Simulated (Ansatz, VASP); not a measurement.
# One calculation of TiGe8Mo3, two programs

```xyz
12
Lattice="0.0010 0.0002 4.8966 4.3630 -4.4078 0.0006 4.3631 4.4080 0.0011" Properties=species:S:1:pos:R:3 pbc="T T T"
Ti    4.3632    4.4078    2.4495
Ge    7.3271    0.0000    0.0012
Ge    2.9567    0.0003    2.4490
Ge    3.6071   -2.2069    1.2181
Ge    3.6076    2.2072    3.6806
Ge    5.1199    2.2073    1.2183
Ge    5.1192   -2.2071    3.6796
Ge    1.3975    0.0003    0.0002
Ge    5.7709    0.0003    2.4493
Mo    4.3641    0.0002    0.0011
Mo    6.5452   -2.2043    1.3021
Mo    6.5455    2.2047    3.5970
```

Change from the starting cell: cell x1, atoms moved at random (sigma 0.1 Å) and cell strained at random (1.5 %), then relaxed without symmetry.

Alike in both runs: functional PBE; k mesh 4 × 4 × 4; occupations gaussian, width 0.2 eV; no spin polarisation.

Ansatz relaxed the structure, and its values are those at the end. VASP's run is a single point on that final structure, the one shown.

|  | VASP | Ansatz |
| --- | --- | --- |
| version | VASP 6.6.1 | Ansatz 0.2.0 |
| potentials or method | VASP PAW PBE potentials, release 64 (Ti_sv, Ge_d, Mo_sv), cutoff 520 eV | scalar-relativistic, plane waves, PAW |
| valence electrons in the cell | 166 | 166 |

|  | VASP | Ansatz | Ansatz less VASP |
| --- | --- | --- | --- |
| gap on the k mesh at the Fermi level (eV) | none | none | - |
| pressure (GPa) | 0.2 | 0.0 | -0.24 |
| rms of the force components (eV/Å) | 0.005 | 0.004 | -0.0011 |

A gap of «none» marks a metal or a gap that the smearing closes. The functional is the same, so the differences come from potentials, cutoffs and numerics.
